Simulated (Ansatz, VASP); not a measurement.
# SrO in VASP and in Ansatz

INCAR

```
PREC     = Accurate       # precision mode
ENCUT    = 600            # plane-wave cutoff, eV
EDIFF    = 1E-6           # SCF threshold, eV
ISMEAR   = -4             # smearing method
SIGMA    = 0.05           # smearing width, eV
LREAL    = F              # projectors in reciprocal space
LASPH    = T              # aspherical terms in the spheres
NELM     = 120            # most SCF steps
ALGO     = Normal         # electronic algorithm
ISIF     = 2              # what is computed and relaxed
LWAVE    = F              # write WAVECAR
LCHARG   = F              # write CHGCAR
GGA      = PE             # functional
NBANDS   = 15             # bands
GGA_COMPAT= F
```

File KPOINTS:

```
Automatic mesh
0
Gamma
  8 8 8
```

The input POSCAR:

```
SrO
1.0
    0.0000000000      2.8065526086      2.8065526086
    2.8065526086      0.0000000000      2.8065526086
    2.8065526086      2.8065526086      0.0000000000
Sr O
1 1
Direct
    0.5000000000      0.5000000000      0.5000000000
    0.2500000000      0.2500000000      0.2500000000
```

Input for Ansatz:

```yaml
crystal:
  lattice:
    - [0.0, 2.8065526086, 2.8065526086]
    - [2.8065526086, 0.0, 2.8065526086]
    - [2.8065526086, 2.8065526086, 0.0]
  atoms:
    - { symbol: Sr, position: [0.5, 0.5, 0.5] }
    - { symbol: O, position: [0.25, 0.25, 0.25] }
basis:
  ecutwfc: "51.4 Ry"
kpoints:
  mp_grid: { grid: [8, 8, 8] }
hamiltonian:
  xc: pbe
scf:
  occupations: { method: tetrahedron_uncorrected }
output:
  forces: true
  eigenvalues: true
  stress: true
```

Alike in both runs: task single point; functional PBE; k mesh 8 × 8 × 8; no spin polarisation.

```csv
,VASP,Ansatz
version,VASP 6.6.1,Ansatz 0.2.0
potentials or method,"VASP PAW PBE potentials, release 64 (Sr_sv, O), cutoff 600 eV","scalar-relativistic, plane waves, PAW"
occupations,tetrahedron,tetrahedron-uncorrected
valence electrons in the cell,16,16
```

|  | VASP | Ansatz | Ansatz less VASP |
| --- | --- | --- | --- |
| gap on the k mesh at the Fermi level (eV) | 2.49 | 2.48 | -0.006 |
| pressure (GPa) | 0.4 | 0.0 | -0.36 |

Ansatz's warnings: band table not solved further.
